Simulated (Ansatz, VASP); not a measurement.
# One calculation of Al, two programs

```
Al
1.0
    -1.42871    1.42871    2.02049
     1.42871   -1.42871    2.02049
     1.42871    1.42871   -2.02049
Al
1
Direct
  0.50000 0.50000 0.00000
```

Alike in both runs: functional PBE; k mesh 28 × 28 × 28; occupations gaussian, width 0.1 eV; no spin polarisation.

Ansatz relaxed the structure, and its values are those at the end. VASP's run is a single point on that final structure, the one shown.

|  | VASP | Ansatz |
| --- | --- | --- |
| version | VASP 6.6.1 | Ansatz 0.2.0 |
| potentials or method | VASP PAW PBE potentials, release 64 (Al), cutoff 520 eV | scalar-relativistic, plane waves, PAW |
| valence electrons in the cell | 3 | 3 |

```csv
,VASP,Ansatz,Ansatz less VASP
gap on the k mesh at the Fermi level (eV),none,none,-
pressure (GPa),-0.1,0.0,+0.04
```

A gap of «none» marks a metal or a gap that the smearing closes. The functional is the same, so the differences come from potentials, cutoffs and numerics.
